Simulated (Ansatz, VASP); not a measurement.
## TePb: VASP beside Ansatz

POSCAR

```
TePb
1.0
    5.4984073724      0.0000000000      0.0000000000
   -2.7492036862      4.7617604648      0.0000000000
    0.0000000000      0.0000000000      6.5753564412
Pb Te
2 2
Direct
    0.3333333333      0.6666666667     -0.0620409686
    0.6666666667      0.3333333333      0.4379590314
    0.3333333333      0.6666666667      0.4370409686
    0.6666666667      0.3333333333      0.9370409686
```

Contents of INCAR.step1:

```
ALGO = Normal
EDIFF = 1E-4
ENCUT = 520
GGA = PE
ISMEAR = 0
LASPH = True
LCHARG = False
LREAL = False
LWAVE = True
NBANDS = 28
NELM = 100
PREC = Accurate
SIGMA = 0.01
```

File INCAR.step2:

```
ALGO = Normal
EDIFF = 1E-7
ENCUT = 520
ISIF = 2
ISMEAR = 0
ISTART = 1
LASPH = True
LCHARG = False
LMIXTAU = True
LREAL = False
LWAVE = False
METAGGA = R2SCAN
NBANDS = 28
NELM = 100
PREC = Accurate
SIGMA = 0.01
```

File KPOINTS:

```
k-points
0
Gamma
  6 6 4
```

Input for Ansatz:

```yaml
crystal:
  lattice:
    - [5.4984073724, 0.0, 0.0]
    - [-2.7492036862, 4.7617604648, 0.0]
    - [0.0, 0.0, 6.5753564412]
  atoms:
    - { symbol: Pb, position: [0.3333333333, 0.6666666667, -0.0620409686] }
    - { symbol: Pb, position: [0.6666666667, 0.3333333333, 0.4379590314] }
    - { symbol: Te, position: [0.3333333333, 0.6666666667, 0.4370409686] }
    - { symbol: Te, position: [0.6666666667, 0.3333333333, 0.9370409686] }
kpoints:
  mp_grid: { grid: [6, 6, 4] }
hamiltonian:
  xc: r2scan
scf:
  occupations: { method: fixed }
  n_extra_bands: 5
output:
  forces: true
  stress: true
  eigenvalues: true
```

Alike in both runs: task single point; functional r2SCAN; k mesh 6 × 6 × 4; no spin polarisation.

|  | VASP | Ansatz |
| --- | --- | --- |
| version | VASP 6.6.1 | Ansatz 0.2.0 |
| potentials or method | VASP PAW PBE potentials, release 64 (Pb_d, Te) | plane waves, PAW |
| plane-wave cutoff (eV) | 520 | 500 |
| occupations | gaussian, width 0.01 eV | fixed |
| valence electrons in the cell | 40 | 60 |

|  | VASP | Ansatz | Ansatz less VASP |
| --- | --- | --- | --- |
| gap on the k mesh at the Fermi level (eV) | 1.38 | 1.38 | +0.001 |
| pressure (GPa) | 0.0 | 0.0 | +0.01 |

VASP's potentials were made for PBE, not for r2SCAN. VASP's potentials hold 40 valence electrons a cell and Ansatz's 60, so a difference there can come from the potentials and not from the codes.

Spin-orbit coupling is off throughout.
